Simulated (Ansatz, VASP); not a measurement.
## TiO2 in VASP and in Ansatz

File INCAR:

```
PREC = Accurate ; ENCUT = 520
EDIFF = 1E-6 ; ISMEAR = 0
SIGMA = 0.05 ; LREAL = False
LASPH = True ; NELM = 60
ALGO = Normal ; ISIF = 2
LWAVE = False ; LCHARG = False
GGA = PE ; NBANDS = 33
```

Contents of KPOINTS:

```
Automatic mesh
0
Gamma
  8 8 10
```

POSCAR

```
TiO2
1.0
    5.0114057672      0.0000000000      0.0000000000
    0.0000000000      5.0114057672      0.0000000000
    0.0000000000      0.0000000000      2.9517179969
Ti O
2 4
Direct
    0.0000000000      0.0000000000      0.0000000000
    0.5000000000      0.5000000000      0.5000000000
    0.3050970583      0.3050970583      0.0000000000
    0.1949029417      0.8050970583      0.5000000000
    0.6949029417      0.6949029417      0.0000000000
    0.8050970583      0.1949029417      0.5000000000
```

Input for Ansatz:

```yaml
crystal:
  lattice:
    - [5.0114057672, 0.0, 0.0]
    - [0.0, 5.0114057672, 0.0]
    - [0.0, 0.0, 2.9517179969]
  atoms:
    - { symbol: Ti, position: [0.0, 0.0, 0.0] }
    - { symbol: Ti, position: [0.5, 0.5, 0.5] }
    - { symbol: O, position: [0.3050970583, 0.3050970583, 0.0] }
    - { symbol: O, position: [0.1949029417, 0.8050970583, 0.5] }
    - { symbol: O, position: [0.6949029417, 0.6949029417, 0.0] }
    - { symbol: O, position: [0.8050970583, 0.1949029417, 0.5] }
basis:
  ecutwfc: 520.0
kpoints:
  mp_grid: { grid: [8, 8, 10] }
hamiltonian:
  xc: pbe
  pseudopotentials: { kind: paw, azcp: { folder: soft_1 } }
scf:
  occupations: { method: gaussian, width: 0.05 }
output:
  forces: true
  stress: true
  eigenvalues: true
```

Alike in both runs: task single point; functional PBE; k mesh 8 × 8 × 10; occupations gaussian, width 0.05 eV; no spin polarisation.

```csv
,VASP,Ansatz
version,VASP 6.6.1,Ansatz 0.2.0
potentials or method,"VASP PAW PBE potentials, release 64 (Ti_sv, O), cutoff 520 eV","scalar-relativistic, plane waves, PAW"
valence electrons in the cell,48,48
```

Ansatz gave:

* gap on the k mesh at the Fermi level (eV): 1.63
* least direct gap on the mesh (eV): 1.66
* pressure (GPa): -21.7
* traceless stress, the component that is largest in VASP (GPa): 6.37
* rms of the force components (eV/Å): 0.499

Task: What did VASP give for the same quantities?

Result: gap on the k mesh at the Fermi level (eV): 1.62; least direct gap on the mesh (eV): 1.65; pressure (GPa): -21.2; traceless stress, the component that is largest in VASP (GPa): 6.61; rms of the force components (eV/Å): 0.479.

Atom by atom the forces differ by 0.020 eV/Å (rms over components).
